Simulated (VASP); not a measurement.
# Cu2As3: relaxation of cell and atoms with PBE

The system is Cu2As3.

```
Cu As
1.0
     4.70401    0.00000    0.00000
     0.00000    4.70401    0.00000
     0.00000    0.00000    4.70401
Cu As
2 3
Direct
  0.00000 0.00000 0.00000
  0.50000 0.50000 0.50000
  0.00000 0.50000 0.50000
  0.50000 0.00000 0.50000
  0.50000 0.50000 0.00000
```

```json
{
  "Program": "VASP 6.6.1",
  "Task": "relaxation of cell and atoms",
  "Functional": "PBE",
  "Potentials or basis": "VASP PAW PBE potentials, release 64 (Cu, As)",
  "Cutoff": "600 eV",
  "k mesh": "8 × 8 × 8",
  "Occupations": "gaussian, width 0.1 eV",
  "Spin": "no spin polarisation",
  "Dipole correction": "no",
  "Further INCAR settings": "ALGO = Normal; EDIFF = 1e-06; IBRION = 2; EDIFFG = -0.01; NSW = 100; ISIF = 3"
}
```

The relaxed volume is 20.66 Å³/atom and the relaxed cell is a = 4.692 Å, b = 4.692 Å, c = 4.692 Å, α = 90.00°, β = 90.00°, γ = 90.00°. The space group after relaxing (to 0.05 Å) is Pm-3m (No. 221). The energy gained by relaxing is 0.2 meV/atom and the ionic steps are 3. The pressure after relaxing is 0.0 GPa.

Step by step:
| step | energy change (eV) | largest force (eV/Å) | pressure (GPa) | volume (Å³) |
| --- | --- | --- | --- | --- |
| 1 | 0.0000 | 0.0000 | -0.51 | 104.09 |
| 2 | -0.0011 | 0.0000 | 0.10 | 103.10 |
| 3 | -0.0012 | 0.0000 | 0.01 | 103.31 |

Final structure:
```xyz
5
Lattice="4.6922 0.0000 0.0000 0.0000 4.6922 0.0000 0.0000 0.0000 4.6922" Properties=species:S:1:pos:R:3 pbc="T T T"
Cu    0.0000    0.0000    0.0000
Cu    2.3461    2.3461    2.3461
As    0.0000    2.3461    2.3461
As    2.3461    0.0000    2.3461
As    2.3461    2.3461    0.0000
```

Levels at points of the mesh, in eV from the Fermi level:
| k point | band 15 | band 16 | band 17 | band 18 | band 19 | band 20 | band 21 | band 22 |
| --- | --- | --- | --- | --- | --- | --- | --- | --- |
| (0.00, 0.00, 0.00) | -1.84 | -1.84 | -1.15 | 0.13 | 0.13 | 0.13 | 0.92 | 0.92 |
| (0.50, 0.00, 0.00) | -1.77 | -1.77 | -1.24 | -0.91 | -0.91 | -0.32 | 1.01 | 1.01 |
| (0.50, 0.50, 0.00) | -1.79 | -1.77 | -1.51 | -1.51 | -0.13 | -0.13 | 2.17 | 2.48 |
| (0.50, 0.50, 0.50) | -1.80 | -1.80 | -1.80 | -1.10 | 2.46 | 2.46 | 2.46 | 3.26 |

Wall time 4.3 min on 1 thread of Intel(R) Xeon(R) Platinum 8259CL CPU @ 2.50GHz (Skylake/Cascade Lake), on a shared host, peak memory 0.3 GiB.
